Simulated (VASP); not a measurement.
# BaTiO3: single point with PBE

BaTiO3:

```
Ba Ti O
1.0
     4.00600    0.00000    0.00000
     0.00000    4.00600    0.00000
     0.00000    0.00000    4.00600
Ba Ti O
1 1 3
Direct
  0.50000 0.50000 0.50000
  0.00000 0.00000 0.00000
  0.00000 0.00000 0.50000
  0.00000 0.50000 0.00000
  0.50000 0.00000 0.00000
```

- Program: VASP 6.6.1
- Task: single point
- Functional: PBE
- Potentials or basis: VASP PAW PBE potentials, release 64 (Ba_sv, Ti_sv, O_h)
- Cutoff: 1340 eV
- k mesh: 7 × 7 × 7
- Occupations: fermi-dirac, width 0.05 eV
- Spin: no spin polarisation

```yaml
Pressure: 3.3 GPa
Band_gap_on_the_k_mesh: 1.80 eV (least direct gap 1.89 eV)
```

Levels at points of the mesh, in eV from the valence-band top:
```
           k point  band 18  band 19  band 20  band 21  band 22  band 23
(0.00, 0.00, 0.00)    -0.09    -0.09    -0.09     1.80     1.80     1.80
```

Run time: 82 s on 1 thread of Intel(R) Xeon(R) 6975P-C (Granite Rapids) (shared host), peak memory 0.41 GiB.

Caveat: the cell stands under pressure; spin-orbit coupling is left out, which moves the levels of the heavy elements; an odd mesh through Γ misses points on the zone boundary, where band edges can lie.
